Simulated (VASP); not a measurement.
Set up this calculation in VASP 6.6.1, as the native input.

```yaml
Task: single point
Functional: r2SCAN
Potentials_or_basis: VASP PAW PBE potentials, release 64 (Te, Nb_sv)
Cutoff: 520 eV
k_mesh: 8 × 8 × 7
Occupations: fermi-dirac, width 0.05 eV
Spin: no spin polarisation
Dipole_correction: no
Further_INCAR_settings: ALGO = Normal; EDIFF = 1e-06; NBANDS = 16
```

The system is NbTe.

```
Te Nb
1.0
     3.67812    0.00000    0.00000
    -1.83906    3.18535    0.00000
     0.00000    0.00000    3.66942
Te Nb
1 1
Direct
  0.66667 0.33333 0.00000
  0.00000 0.00000 0.50000
```

One way to write it, as run:

POSCAR

```
NbTe
1.0
    3.6781214607      0.0000000000      0.0000000000
   -1.8390607303      3.1853466232      0.0000000000
    0.0000000000      0.0000000000      3.6694168905
Te Nb
1 1
Direct
    0.6666666667      0.3333333333      0.0000000000
    0.0000000000      0.0000000000      0.5000000000
```

INCAR.step1

```
PREC     = Accurate       # precision mode
ENCUT    = 520            # plane-wave cutoff, eV
ISMEAR   = -1             # smearing method
SIGMA    = 0.05           # smearing width, eV
LREAL    = False          # projectors in reciprocal space
LASPH    = True           # aspherical terms in the spheres
NELM     = 60             # most SCF steps
NBANDS   = 16             # bands
GGA      = PE             # functional
ALGO     = Normal         # electronic algorithm
EDIFF    = 1E-4           # SCF threshold, eV
LWAVE    = True           # write WAVECAR
LCHARG   = False          # write CHGCAR
```

INCAR.step2

```
PREC     = Accurate       # precision mode
ENCUT    = 520            # plane-wave cutoff, eV
EDIFF    = 1E-6           # SCF threshold, eV
ISMEAR   = -1             # smearing method
SIGMA    = 0.05           # smearing width, eV
LREAL    = False          # projectors in reciprocal space
LASPH    = True           # aspherical terms in the spheres
NELM     = 60             # most SCF steps
ALGO     = Normal         # electronic algorithm
ISIF     = 2              # what is computed and relaxed
LWAVE    = False          # write WAVECAR
LCHARG   = False          # write CHGCAR
METAGGA  = R2SCAN         # meta-GGA
LMIXTAU  = True         
NBANDS   = 16             # bands
ISTART   = 1
```

KPOINTS

```
regular mesh
0
Gamma
  8 8 7
```

Potentials or basis: VASP PAW PBE potentials, release 64 (Te, Nb_sv).

Run with:

```bash
$ cat potpaw_PBE.64/Te/POTCAR potpaw_PBE.64/Nb_sv/POTCAR > POTCAR
$ cp INCAR.step1 INCAR
$ mpirun -np 1 vasp_std > vasp.out
$ cp INCAR.step2 INCAR
$ mpirun -np 1 vasp_std > vasp.out
```

It gave:

The pressure is 0.9 GPa.

Caveat: the PAW data sets were made with another functional, which shifts forces and pressure a little.

It took 46 s on 1 thread of Intel(R) Xeon(R) 6975P-C (Granite Rapids), with other jobs on the host, peak memory 0.18 GiB.
